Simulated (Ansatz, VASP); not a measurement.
## NaP2 in VASP and in Ansatz

INCAR

```
ALGO = Normal
EDIFF = 1E-7
ENCUT = 520
GGA = PE
ISIF = 2
ISMEAR = 0
IVDW = 12
LASPH = True
LCHARG = False
LREAL = False
LWAVE = False
NBANDS = 26
NELM = 100
PREC = Accurate
SIGMA = 0.1
```

File KPOINTS:

```
k-points
0
Gamma
  6 4 4
```

POSCAR

```
NaP2
1.0
    3.2766357000      0.0000000000      0.0000000000
   -1.4078808000      5.4543836000      0.0000000000
   -0.4039986000     -1.1104283000      6.8674647000
Na P
2 4
Direct
    0.1221650000      0.7891170000      0.1735600000
    0.8778350000      0.2108830000      0.8264400000
    0.6102570000      0.6765970000      0.7841050000
    0.9057920000      0.3021780000      0.4254190000
    0.3897430000      0.3234030000      0.2158950000
    0.0942080000      0.6978220000      0.5745810000
```

Input for Ansatz:

```yaml
crystal:
  lattice:
    - [3.2766357, 0.0, 0.0]
    - [-1.4078808, 5.4543836, 0.0]
    - [-0.4039986, -1.1104283, 6.8674647]
  atoms:
    - { symbol: Na, position: [0.122165, 0.789117, 0.17356] }
    - { symbol: Na, position: [0.877835, 0.210883, 0.82644] }
    - { symbol: P, position: [0.610257, 0.676597, 0.784105] }
    - { symbol: P, position: [0.905792, 0.302178, 0.425419] }
    - { symbol: P, position: [0.389743, 0.323403, 0.215895] }
    - { symbol: P, position: [0.094208, 0.697822, 0.574581] }
basis:
  ecutwfc: 420
kpoints:
  mp_grid: { grid: [6, 4, 4] }
hamiltonian:
  xc: pbe
  dispersion: d3bj
scf:
  occupations: { method: gaussian, width: 0.1 }
  lower_state_search: "off"
output:
  forces: true
  stress: true
  eigenvalues: true
```

Alike in both runs: task single point; functional PBE; dispersion D3(BJ); k mesh 6 × 4 × 4; occupations gaussian, width 0.1 eV; no spin polarisation.

|  | VASP | Ansatz |
| --- | --- | --- |
| version | VASP 6.6.1 | Ansatz 0.2.0 |
| potentials or method | VASP PAW PBE potentials, release 64 (Na_pv, P), cutoff 520 eV | scalar-relativistic, plane waves, PAW |
| valence electrons in the cell | 34 | 38 |

```tsv
	VASP	Ansatz	Ansatz less VASP
gap on the k mesh at the Fermi level (eV)	0.93	0.93	0.000
least direct gap on the mesh (eV)	1.65	1.63	-0.021
pressure (GPa)	-0.2	0.0	+0.18
traceless stress, the component that is largest in VASP (GPa)	-0.15	-0.12	+0.030
rms of the force components (eV/Å)	0.033	0.005	-0.0276
```

Atom by atom the forces differ by 0.030 eV/Å (rms over components). VASP's potentials hold 34 valence electrons a cell and Ansatz's 38, so a difference there can come from the potentials and not from the codes.
